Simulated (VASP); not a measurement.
# LaB6 (Pm-3m) in VASP: a series of runs

The runs below take LaB6 through single point, with BLYP+D3(BJ).

Everything below comes from runs of VASP 6.6.1. Logs are shortened: lines on timing, memory, paths and dates and some standing lists are left out, and cuts for length are marked.

## Step 1: The cell of the first run

The structure is cubic, space group Pm-3m (No. 221). Conventional cell: a = 4.061 Å, b = 4.061 Å, c = 4.061 Å, α = 90.00°, β = 90.00°, γ = 90.00°. Within 3.9 Å of La (site symmetry m-3m) lie 24 B at 2.98 Å. B (site symmetry 4mm) has 5 B at 1.61 to 1.73 Å within 2.1 Å.

## Step 2: Single point, BLYP+D3(BJ) (9.57 Å³/atom)

The input, INCAR:

```
PREC = Accurate
ENCUT = 520
EDIFF = 1E-6
ISMEAR = 0
SIGMA = 0.05
LREAL = F
LASPH = T
NELM = 100
ALGO = Normal
ISIF = 2
LWAVE = F
LCHARG = T
GGA = B5
ALDAX = 1.0
AGGAX = 1.0
AGGAC = 1.0
ALDAC = 0.0
IVDW = 12
VDW_S6 = 1.0
VDW_S8 = 2.6996
VDW_A1 = 0.4298
VDW_A2 = 4.2359
LELF = T
LVHAR = T
NBANDS = 24
```

The input, KPOINTS:

```
Automatic mesh
0
Gamma
  6 6 6
```

The input, POSCAR:

```
LaB6
1.0
    4.0606793187      0.0000000000      0.0000000000
    0.0000000000      4.0606793187      0.0000000000
    0.0000000000      0.0000000000      4.0606793187
La B
1 6
Direct
    0.0000000000      0.0000000000      0.0000000000
    0.1988485307      0.5000000000      0.5000000000
    0.8011514693      0.5000000000      0.5000000000
    0.5000000000      0.5000000000      0.1988485307
    0.5000000000      0.5000000000      0.8011514693
    0.5000000000      0.1988485307      0.5000000000
    0.5000000000      0.8011514693      0.5000000000
```

Potentials or basis: VASP PAW PBE potentials, release 64 (La, B).

Started as:

```
$ cat potpaw_PBE.64/La/POTCAR potpaw_PBE.64/B/POTCAR > POTCAR
$ mpirun -np 1 vasp_std > vasp.out
```

OUTCAR:

```text
PREC = Accurate
   ENCUT = 520
   EDIFF = 1E-6
   ISMEAR = 0
   LREAL = F
   LASPH = T
   NELM = 100
   ISIF = 2
   GGA = B5
   IVDW = 12
 IVDW          = 12

 ion  position               nearest neighbor table
   1  0.000  0.000  0.000-
   2  0.199  0.500  0.500-   3 1.61   4 1.73   5 1.73   6 1.73   7 1.73
   3  0.801  0.500  0.500-   2 1.61   4 1.73   5 1.73   6 1.73   7 1.73
   4  0.500  0.500  0.199-   5 1.61   3 1.73   2 1.73   6 1.73   7 1.73
   5  0.500  0.500  0.801-   4 1.61   3 1.73   2 1.73   6 1.73   7 1.73
   6  0.500  0.199  0.500-   7 1.61   3 1.73   4 1.73   5 1.73   2 1.73
   7  0.500  0.801  0.500-   6 1.61   3 1.73   4 1.73   5 1.73   2 1.73

  LATTYP: Found a simple cubic cell.
 ALAT       =     4.0606793187

  Lattice vectors:

 A1 = (   4.0606793187,   0.0000000000,   0.0000000000)
 A2 = (   0.0000000000,   4.0606793187,   0.0000000000)
 A3 = (   0.0000000000,   0.0000000000,   4.0606793187)

Analysis of symmetry for initial positions (statically):
=====================================================================
 Subroutine PRICEL returns:
 Original cell was already a primitive cell.

 Routine SETGRP: Setting up the symmetry group for a
 simple cubic supercell.

 Subroutine GETGRP returns: Found 48 space group operations
 (whereof 48 operations were pure point group operations)
 out of a pool of 48 trial point group operations.

The static configuration has the point symmetry O_h .

Analysis of symmetry for dynamics (positions and initial velocities):
=====================================================================
 Subroutine PRICEL returns:
 Original cell was already a primitive cell.

 Routine SETGRP: Setting up the symmetry group for a
 simple cubic supercell.

 Subroutine GETGRP returns: Found 48 space group operations
 (whereof 48 operations were pure point group operations)
 out of a pool of 48 trial point group operations.

The dynamic configuration has the point symmetry O_h .

 Subroutine INISYM returns: Found 48 space group operations
 (whereof 48 operations are pure point group operations),
 and found     1 'primitive' translations

----------------------------------------------------------------------------------------

                                     Primitive cell

  volume of cell :      66.9570

  direct lattice vectors                    reciprocal lattice vectors
     4.060679319  0.000000000  0.000000000     0.246264214  0.000000000  0.000000000
     0.000000000  4.060679319  0.000000000     0.000000000  0.246264214  0.000000000
     0.000000000  0.000000000  4.060679319     0.000000000  0.000000000  0.246264214

  length of vectors
     4.060679319  4.060679319  4.060679319     0.246264214  0.246264214  0.246264214

  position of ions in fractional coordinates (direct lattice)
     0.000000000  0.000000000  0.000000000
     0.198848531  0.500000000  0.500000000
     0.801151469  0.500000000  0.500000000
     0.500000000  0.500000000  0.198848531
     0.500000000  0.500000000  0.801151469
     0.500000000  0.198848531  0.500000000
     0.500000000  0.801151469  0.500000000

  ion indices of the primitive-cell ions
   primitive index   ion index
                 1           1
                 2           2
                 3           3
                 4           4
                 5           5
                 6           6
                 7           7

----------------------------------------------------------------------------------------

 KPOINTS: Automatic mesh

Automatic generation of k-mesh.
 Grid dimensions read from file:
 generate k-points for:    6    6    6

 Generating k-lattice:

  Cartesian coordinates                     Fractional coordinates (reciprocal lattice)
     0.041044036  0.000000000  0.000000000     0.166666667  0.000000000  0.000000000
     0.000000000  0.041044036  0.000000000     0.000000000  0.166666667  0.000000000
     0.000000000  0.000000000  0.041044036     0.000000000  0.000000000  0.166666667

  Length of vectors
     0.041044036  0.041044036  0.041044036

  Shift w.r.t. Gamma in fractional coordinates (k-lattice)
     0.000000000  0.000000000  0.000000000

 Subroutine IBZKPT returns following result:
 ===========================================

 Found     20 irreducible k-points:

 Following reciprocal coordinates:
            Coordinates               Weight
  0.000000  0.000000  0.000000      1.000000
  0.166667  0.000000  0.000000      6.000000
  0.333333  0.000000  0.000000      6.000000
  0.500000  0.000000  0.000000      3.000000
  0.166667  0.166667  0.000000     12.000000
  0.333333  0.166667  0.000000     24.000000
[... 12 lines left out ...]
  0.500000  0.500000  0.333333      6.000000
  0.500000  0.500000  0.500000      1.000000
   k-points           NKPTS =     20   k-points in BZ     NKDIM =     20   number of bands    NBANDS=     24
   number of dos      NEDOS =    301   number of ions     NIONS =      7
   total plane-waves  NPLWV =  27000
   dimension x,y,z NGX =    30 NGY =   30 NGZ =   30
   dimension x,y,z NGXF=    60 NGYF=   60 NGZF=   60
   ions per type =               1   6
   NGX,Y,Z   is equivalent  to a cutoff of  12.28, 12.28, 12.28 a.u.
   NGXF,Y,Z  is equivalent  to a cutoff of  24.56, 24.56, 24.56 a.u.
 SYSTEM =  unknown system
   PREC   = accura    normal or accurate (medium, high low for compatibility)
   ISTART =      0    job   : 0-new  1-cont  2-samecut
   ICHARG =      2    charge: 1-file 2-atom 10-const
   ISPIN  =      1    spin polarized calculation?
   LNONCOLLINEAR =      F non collinear calculations
   LSORBIT =      F    spin-orbit coupling
   LASPH  =      T    aspherical Exc in radial PAW
   ENCUT  =  520.0 eV  38.22 Ry    6.18 a.u.   7.55  7.55  7.55*2*pi/ulx,y,z
   NELM   =    100;   NELMIN=  2; NELMDL= -5     # of ELM steps
   EDIFF  = 0.1E-05   stopping-criterion for ELM
   LREAL  =      F    real-space projection
   EDIFFG = 0.1E-04   stopping-criterion for IOM
   NSW    =      0    number of steps for IOM
   IBRION =     -1    ionic relax: 0-MD 1-quasi-New 2-CG
   NFREE  =      0    steps in history (QN), initial steepest desc. (CG)
   ISIF   =      2    stress and relaxation
   ISYM   =      2    0-nonsym 1-usesym 2-fastsym
   POTIM  = 0.5000    time-step for ionic-motion
   TEBEG  =    0.0;   TEEND  =   0.0 temperature during run
   PSTRESS=    0.0 pullay stress
   NELECT =      29.0000    total number of electrons
   NUPDOWN=      -1.0000    fix difference up-down
   EMIN   =  10.00;   EMAX   =-10.00  energy-range for DOS
   EFERMI =   0.00;   METHOD = LEGACY
   ISMEAR =     0;   SIGMA  =   0.05  broadening in eV -4-tet -1-fermi 0-gaus
   EFERMI_NEDOS =   21; number of points for ismear=-14 and -15
   IALGO  =     38    algorithm
   IMIX   =      4    mixing-type and parameters
     AMIX     =   0.40;   BMIX     =  1.00
     AMIX_MAG =   1.60;   BMIX_MAG =  1.00
  volume/ion in A,a.u.               =       9.57        64.55
  Fermi-wavevector in a.u.,A,eV,Ry     =   1.238632  2.340674 20.874169  1.534208
  Thomas-Fermi vector in A             =   2.373149
   LORBIT       =      0    0 simple, 1 ext, 2 COOP (PROOUT), +10 PAW based schemes
   GGA     = B5    functional components
   LHFCALC =     F    Hartree Fock is set to
   AEXX    =    0.0000 exact exchange contribution
   IVDW    =    12    specifies the selected vdW correction
   LEPSILON=     F    determine dielectric tensor
   LRPA    =     F    only Hartree local field effects (RPA)
 non-spin polarized calculation
 Gauss-broadening in eV      SIGMA  =   0.05
  energy-cutoff  :      520.00
  volume of cell :       66.96
 maximum number of plane-waves:      1856
   NGX = 15   NGY = 15   NGZ = 15

 number of electron      29.0000000 magnetization

 Free energy of the ion-electron system (eV)
  ---------------------------------------------------
  ext. energy  EPLUGINS =         0.00000000
  ---------------------------------------------------
  free energy    TOTEN  =       -43.88909719 eV

  energy without entropy =      -43.88732387  energy(sigma->0) =      -43.88821053

 E-fermi :   9.8053     XC(G=0): -10.8974

 val. band max:        9.7867316396   @ k =   0.5000   0.3333   0.0000
 cond. band min:       9.8642951610   @ k =   0.1667   0.1667   0.0000
 fundamental gap:      0.0775635214
 Fermi energy:         9.8053348377

 k-point     1 :       0.0000    0.0000    0.0000
  band No.  band energies     occupation
      1     -23.2435      2.00000
      2      -6.9877      2.00000
      3      -6.9877      2.00000
      4      -6.9877      2.00000
      5      -6.0923      2.00000
      6       1.6020      2.00000
[... 16 lines left out ...]
     23      11.7619      0.00000
     24      13.0186      0.00000

 k-point     2 :       0.1667    0.0000    0.0000
  band No.  band energies     occupation
      1     -23.2353      2.00000
      2      -7.3502      2.00000
      3      -6.9615      2.00000
      4      -6.9615      2.00000
      5      -5.7242      2.00000
      6       0.4873      2.00000
[... 16 lines left out ...]
     23      12.1121      0.00000
     24      12.9033      0.00000

 k-point     3 :       0.3333    0.0000    0.0000
  band No.  band energies     occupation
      1     -23.2189      2.00000
      2      -7.8075      2.00000
      3      -6.9082      2.00000
      4      -6.9082      2.00000
      5      -5.2105      2.00000
      6      -0.6455      2.00000
[... 16 lines left out ...]
     23      12.1221      0.00000
     24      12.1221      0.00000
[... 406 lines left out ...]
 k-point    19 :       0.5000    0.5000    0.3333
  band No.  band energies     occupation
      1     -23.1565      2.00000
      2      -7.3745      2.00000
      3      -7.3745      2.00000
      4      -7.2003      2.00000
      5      -5.3220      2.00000
      6      -0.3267      2.00000
[... 16 lines left out ...]
     23      14.0685      0.00000
     24      14.1759      0.00000

 k-point    20 :       0.5000    0.5000    0.5000
  band No.  band energies     occupation
      1     -23.1490      2.00000
      2      -7.3244      2.00000
      3      -7.3244      2.00000
      4      -7.3244      2.00000
      5      -5.2281      2.00000
      6      -0.5247      2.00000
[... 16 lines left out ...]
     23      14.4376      0.00000
     24      14.6393      0.00000

------------------------ aborting loop because EDIFF is reached ----------------------------------------

 Edisp (eV)   -4.34249

 E8    (eV) :    -3.1355

  FORCE on cell =-STRESS in cart. coord.  units (eV):
  Direction    XX          YY          ZZ          XY          YZ          ZX
  --------------------------------------------------------------------------------------
  -------------------------------------------------------------------------------------
  Total       3.26523     3.26523     3.26523     0.00000     0.00000    -0.00000
  in kB      78.13192    78.13192    78.13192     0.00000     0.00000    -0.00000
  external pressure =       78.13 kB  Pullay stress =        0.00 kB

 VOLUME and BASIS-vectors are now :
 -----------------------------------------------------------------------------
  energy-cutoff  :      520.00
  volume of cell :       66.96
      direct lattice vectors                 reciprocal lattice vectors
     4.060679319  0.000000000  0.000000000     0.246264214  0.000000000  0.000000000
     0.000000000  4.060679319  0.000000000     0.000000000  0.246264214  0.000000000
     0.000000000  0.000000000  4.060679319     0.000000000  0.000000000  0.246264214

 POSITION                                       TOTAL-FORCE (eV/Angst)
 -----------------------------------------------------------------------------------
      0.00000      0.00000      0.00000         0.000000      0.000000     -0.000000
      0.80746      2.03034      2.03034        -0.005783      0.000000     -0.000000
      3.25322      2.03034      2.03034         0.005783      0.000000     -0.000000
      2.03034      2.03034      0.80746         0.000000      0.000000     -0.005783
      2.03034      2.03034      3.25322        -0.000000      0.000000      0.005783
      2.03034      0.80746      2.03034         0.000000     -0.005783      0.000000
      2.03034      3.25322      2.03034        -0.000000      0.005783      0.000000
 -----------------------------------------------------------------------------------
    total drift:                                0.000000      0.000000      0.000000

  FREE ENERGIE OF THE ION-ELECTRON SYSTEM (eV)
  ---------------------------------------------------
  free  energy   TOTEN  =       -48.2315906714 eV

  energy  without entropy=      -48.2298173545  energy(sigma->0) =      -48.23070401
```

It took 46 s on 1 thread of Intel Xeon 6975P-C (Granite Rapids), shared host; peak memory 0.21 GiB.

Results:

```yaml
Free_energy: -48.2316 eV
Pressure: 7.8 GPa
Largest_force: 0.006 eV/Å
Band_gap_on_the_k_mesh: zero (an odd number of electrons rules out a gap without spin polarisation)
Dispersion_energy_per_atom: -0.620 eV
```

Forces on the atoms (eV/Å):
```
La   0.000  0.000  0.000
B   -0.006  0.000  0.000
B    0.006  0.000  0.000
B    0.000  0.000 -0.006
B    0.000  0.000  0.006
B    0.000 -0.006  0.000
B    0.000  0.006  0.000
```

Caveat: the cell stands under pressure; the PAW data sets were made with another functional, which shifts forces and pressure a little; spin-orbit coupling is left out, which moves the levels of the heavy elements.

## Step 3: Single point, BLYP+D3(BJ) (9.76 Å³/atom)

This run uses another cell than the first one, of 9.76 Å³/atom.

The input, INCAR:

```
PREC     = Accurate       # precision mode
ENCUT    = 520            # plane-wave cutoff, eV
EDIFF    = 1E-7           # SCF threshold, eV
ISMEAR   = 0              # smearing method
SIGMA    = 0.05           # smearing width, eV
LREAL    = False          # projectors in reciprocal space
LASPH    = True           # aspherical terms in the spheres
NELM     = 80             # most SCF steps
ALGO     = Normal         # electronic algorithm
ISIF     = 2              # what is computed and relaxed
LWAVE    = False          # write WAVECAR
LCHARG   = False          # write CHGCAR
GGA      = B5             # functional
ALDAX    = 1.0          
AGGAX    = 1.0          
AGGAC    = 1.0          
ALDAC    = 0.0          
IVDW     = 12             # dispersion correction
VDW_S6   = 1.0          
VDW_S8   = 2.6996       
VDW_A1   = 0.4298       
VDW_A2   = 4.2359       
NBANDS   = 24             # bands
```

The input, KPOINTS:

```
regular mesh
0
Gamma
  6 6 6
```

The input, POSCAR:

```
LaB6
1.0
    4.0886848886      0.0000000000      0.0000000000
    0.0000000000      4.0886848886      0.0000000000
    0.0000000000      0.0000000000      4.0886848886
La B
1 6
Direct
    0.0000000000      0.0000000000      0.0000000000
    0.1990815850      0.5000000000      0.5000000000
    0.8009184150      0.5000000000      0.5000000000
    0.5000000000      0.5000000000      0.1990815850
    0.5000000000      0.5000000000      0.8009184150
    0.5000000000      0.1990815850      0.5000000000
    0.5000000000      0.8009184150      0.5000000000
```

Potentials or basis: VASP PAW PBE potentials, release 64 (La, B).

Started as:

```
$ cat potpaw_PBE.64/La/POTCAR potpaw_PBE.64/B/POTCAR > POTCAR
$ mpirun -np 1 vasp_std > vasp.out
```

Run time: 48 s. Hardware: 1 thread of Intel Xeon 6975P-C (Granite Rapids), shared host; peak memory 0.2 GiB.

It converged, with:

```yaml
Free_energy: -48.2820 eV
Pressure: 3.7 GPa
Largest_force: 0.005 eV/Å
Band_gap_on_the_k_mesh: zero (an odd number of electrons rules out a gap without spin polarisation)
Dispersion_energy_per_atom: -0.608 eV
```

Forces in eV/Å, atoms in the order of the input:
```
La   0.000  0.000  0.000
B   -0.005  0.000  0.000
B    0.005  0.000  0.000
B    0.000  0.000 -0.005
B    0.000  0.000  0.005
B    0.000 -0.005  0.000
B    0.000  0.005  0.000
```

Levels at points of the mesh, in eV from the Fermi level:
```
           k point  band 10  band 11  band 12  band 13  band 14  band 15  band 16  band 17  band 18  band 19
(0.00, 0.00, 0.00)    -7.16    -7.16    -1.94    -1.94    -1.94     0.09     0.09     0.09     1.57     1.57
(0.50, 0.00, 0.00)    -6.65    -3.57    -3.57    -3.42    -2.53    -1.57     1.34     1.64     1.64     1.77
(0.50, 0.50, 0.00)    -6.32    -4.61    -4.61    -3.11    -3.11     0.96     0.96     1.80     1.83     1.83
(0.50, 0.50, 0.50)    -4.77    -4.77    -2.60    -2.60    -2.60     1.37     1.60     1.60     1.60     1.63
```

Caveat: the cell stands under pressure; the PAW data sets were made with another functional, which shifts forces and pressure a little; spin-orbit coupling is left out, which moves the levels of the heavy elements.

## Step 4: Single point, BLYP+D3(BJ) (9.92 Å³/atom)

This run uses another cell than the first one, of 9.92 Å³/atom.

The input, INCAR:

```
AGGAC    = 1.0          
AGGAX    = 1.0          
ALDAC    = 0.0          
ALDAX    = 1.0          
ALGO     = Normal         # electronic algorithm
EDIFF    = 1E-7           # SCF threshold, eV
ENCUT    = 520            # plane-wave cutoff, eV
GGA      = B5             # functional
ISIF     = 2              # what is computed and relaxed
ISMEAR   = 0              # smearing method
IVDW     = 12             # dispersion correction
LASPH    = True           # aspherical terms in the spheres
LCHARG   = False          # write CHGCAR
LREAL    = False          # projectors in reciprocal space
LWAVE    = False          # write WAVECAR
NBANDS   = 24             # bands
NELM     = 80             # most SCF steps
PREC     = Accurate       # precision mode
SIGMA    = 0.05           # smearing width, eV
VDW_A1   = 0.4298       
VDW_A2   = 4.2359       
VDW_S6   = 1.0          
VDW_S8   = 2.6996
```

The input, KPOINTS:

```
k-points
0
Gamma
  6 6 6
```

The input, POSCAR:

```
LaB6
1.0
    4.1102646754      0.0000000000      0.0000000000
    0.0000000000      4.1102646754      0.0000000000
    0.0000000000      0.0000000000      4.1102646754
La B
1 6
Direct
    0.0000000000      0.0000000000      0.0000000000
    0.1992704012      0.5000000000      0.5000000000
    0.8007295988      0.5000000000      0.5000000000
    0.5000000000      0.5000000000      0.1992704012
    0.5000000000      0.5000000000      0.8007295988
    0.5000000000      0.1992704012      0.5000000000
    0.5000000000      0.8007295988      0.5000000000
```

Started as:

```
$ cat potpaw_PBE.64/La/POTCAR potpaw_PBE.64/B/POTCAR > POTCAR
$ mpirun -np 1 vasp_std > vasp.out
```

Wall time 42 s (1 thread of Intel Xeon 6975P-C (Granite Rapids), shared host); peak memory 0.19 GiB.

It converged, with:

* Free energy: -48.2972 eV
* Pressure: 0.7 GPa
* Largest force: 0.005 eV/Å
* Band gap on the k mesh: zero (an odd number of electrons rules out a gap without spin polarisation)
* Dispersion energy per atom: -0.599 eV

Forces on the atoms (eV/Å):
```
La   0.000  0.000  0.000
B   -0.005  0.000  0.000
B    0.005  0.000  0.000
B    0.000  0.000 -0.005
B    0.000  0.000  0.005
B    0.000 -0.005  0.000
B    0.000  0.005  0.000
```

Levels at points of the mesh, in eV from the Fermi level:
| k point | band 11 | band 12 | band 13 | band 14 | band 15 | band 16 | band 17 | band 18 |
| --- | --- | --- | --- | --- | --- | --- | --- | --- |
| (0.00, 0.00, 0.00) | -7.12 | -1.93 | -1.93 | -1.93 | 0.10 | 0.10 | 0.10 | 1.54 |
| (0.50, 0.00, 0.00) | -3.54 | -3.54 | -3.39 | -2.49 | -1.56 | 1.29 | 1.60 | 1.60 |
| (0.50, 0.50, 0.00) | -4.56 | -4.56 | -3.09 | -3.09 | 0.93 | 0.93 | 1.73 | 1.77 |
| (0.50, 0.50, 0.50) | -4.76 | -2.58 | -2.58 | -2.58 | 1.32 | 1.55 | 1.55 | 1.55 |

Caveat: the PAW data sets were made with another functional, which shifts forces and pressure a little; spin-orbit coupling is left out, which moves the levels of the heavy elements.

## Step 5: Summary

| cell | gap on the mesh (eV) | pressure (GPa) | largest force (eV/Å) |
| --- | --- | --- | --- |
| a = 4.061 Å, 7 atoms | none | 7.8 | 0.01 |
| a = 4.089 Å, 7 atoms | none | 3.7 | 0.01 |
| a = 4.110 Å, 7 atoms | none | 0.7 | - |

Alike in all rows: task single point; level BLYP+D3(BJ); potentials or basis VASP PAW PBE potentials, release 64 (La, B); no spin polarisation; k mesh 6 × 6 × 6; cutoff (eV) 520; smearing gaussian 0.05 eV.

Caveats: the PAW data sets were made with another functional, which shifts forces and pressure a little; spin-orbit coupling is left out, which moves the levels of the heavy elements; the cell stands under pressure (at least some runs).

Absolute energies hang on the potentials; compare differences alone.
